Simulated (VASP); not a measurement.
Set up this calculation in VASP 6.6.1, as the native input.

* Task: single point
* Functional: PBEsol
* Potentials or basis: VASP PAW PBE potentials, release 64 (Pb_d)
* Cutoff: 520 eV
* k mesh: 9 × 9 × 9
* Occupations: gaussian, width 0.02 eV
* Spin: no spin polarisation
* Dipole correction: no
* Further INCAR settings: ALGO = Fast; EDIFF = 1e-07; NBANDS = 13

The structure of Pb lies in POSCAR:

```
Pb
1.0
   -1.9796595667      1.9796595667      1.9796595667
    1.9796595667     -1.9796595667      1.9796595667
    1.9796595667      1.9796595667     -1.9796595667
Pb
1
Direct
    0.0000000000      0.0000000000      0.0000000000
```

The input as run:

INCAR

```
  PREC = Accurate
  ENCUT = 520
  EDIFF = 1E-7
  ISMEAR = 0
  SIGMA = 0.02
  LREAL = F
  LASPH = T
  NELM = 60
  ALGO = Fast
  ISIF = 2
  LWAVE = F
  LCHARG = F
  GGA = PS
  NBANDS = 13
```

KPOINTS

```
regular mesh
0
Gamma
  9 9 9
```

Potentials or basis: VASP PAW PBE potentials, release 64 (Pb_d).

Launch:

```console
$ cat potpaw_PBE.64/Pb_d/POTCAR > POTCAR
$ mpirun -np 1 vasp_std > vasp.out
```

It gave:

```json
{"Pressure": "-2.1 GPa", "Band gap on the k mesh": "zero (band 7 reaches 14.27 eV, above the bottom of band 8 at 4.83 eV)"}
```

Caveat: the PAW data sets were made with another functional, which shifts forces and pressure a little; spin-orbit coupling is left out, which moves the levels of the heavy elements.

It took 8.8 s on 1 thread of Intel(R) Xeon(R) 6975P-C (Granite Rapids), with other jobs on the host, peak memory 0.15 GiB.
